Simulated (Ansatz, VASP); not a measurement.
**ZnS: VASP beside Ansatz**

File POSCAR:

```
ZnS
1.0
    3.6732154085      0.0000000000      0.0000000000
   -1.8366077042      3.1810978573      0.0000000000
    0.0000000000      0.0000000000      6.0537962746
Zn S
2 2
Direct
    0.3333333333      0.6666666667      0.0061623292
    0.6666666667      0.3333333333      0.5061623292
    0.3333333333      0.6666666667      0.3788376708
    0.6666666667      0.3333333333      0.8788376708
```

INCAR.step1

```
PREC     = Accurate       # precision mode
ENCUT    = 520            # plane-wave cutoff, eV
ISMEAR   = 0              # smearing method
SIGMA    = 0.01           # smearing width, eV
LREAL    = F              # projectors in reciprocal space
LASPH    = T              # aspherical terms in the spheres
NELM     = 60             # most SCF steps
NBANDS   = 26             # bands
GGA      = PE             # functional
ALGO     = Normal         # electronic algorithm
EDIFF    = 1E-4           # SCF threshold, eV
LWAVE    = T              # write WAVECAR
LCHARG   = F              # write CHGCAR
```

The input INCAR.step2:

```
PREC     = Accurate       # precision mode
ENCUT    = 520            # plane-wave cutoff, eV
EDIFF    = 1E-7           # SCF threshold, eV
ISMEAR   = 0              # smearing method
SIGMA    = 0.01           # smearing width, eV
LREAL    = F              # projectors in reciprocal space
LASPH    = T              # aspherical terms in the spheres
NELM     = 60             # most SCF steps
ALGO     = Normal         # electronic algorithm
ISIF     = 2              # what is computed and relaxed
LWAVE    = F              # write WAVECAR
LCHARG   = F              # write CHGCAR
METAGGA  = R2SCAN         # meta-GGA
LMIXTAU  = T            
NBANDS   = 26             # bands
ISTART   = 1
```

Contents of KPOINTS:

```
Automatic mesh
0
Gamma
  6 6 4
```

Input for Ansatz:

```yaml
crystal:
  lattice:
    - [3.67321540847, 0.0, 0.0]
    - [-1.83660770424, 3.1810978573, 0.0]
    - [0.0, 0.0, 6.05379627462]
  atoms:
    - { symbol: Zn, position: [0.333333333333, 0.666666666667, 0.006162329178] }
    - { symbol: Zn, position: [0.666666666667, 0.333333333333, 0.506162329178] }
    - { symbol: S, position: [0.333333333333, 0.666666666667, 0.378837670822] }
    - { symbol: S, position: [0.666666666667, 0.333333333333, 0.878837670822] }
kpoints:
  mp_grid: { grid: [6, 6, 4] }
scf:
  occupations: { method: fixed }
  convergence: { dr2_threshold: 1.0e-10 }
hamiltonian:
  xc: r2scan
  pseudopotentials: { kind: paw }
output:
  forces: true
  stress: true
  eigenstates:
    kpoints:
      - [0.0, 0.0, 0.0]
      - [0.0, 0.0, -0.5]
      - [-0.5, 0.0, 0.0]
      - [-0.5, 0.5, 0.0]
      - [0.0, -0.5, 0.0]
      - [-0.5, 0.0, -0.5]
      - [-0.5, 0.5, -0.5]
      - [0.0, -0.5, -0.5]
  eigenvalues: true
```

Alike in both runs: task single point; functional r2SCAN; k mesh 6 × 6 × 4; no spin polarisation.

|  | VASP | Ansatz |
| --- | --- | --- |
| version | VASP 6.6.1 | Ansatz 0.2.0 |
| potentials or method | VASP PAW PBE potentials, release 64 (Zn, S) | PAW with Ansatz's default frozen-core files, scalar-relativistic |
| plane-wave cutoff (eV) | 520 | 500 |
| occupations | gaussian, width 0.01 eV | fixed |
| valence electrons in the cell | 36 | 36 |

|  | VASP | Ansatz | Ansatz less VASP |
| --- | --- | --- | --- |
| gap on the k mesh at the Fermi level (eV) | 3.27 | 3.26 | -0.019 |
| pressure (GPa) | 10.1 | 10.0 | -0.07 |
| rms of the force components (eV/Å) | 0.004 | 0.000 | -0.0042 |

VASP's potentials were made for PBE, not for r2SCAN. Atom by atom the forces differ by 0.005 eV/Å (rms over components).
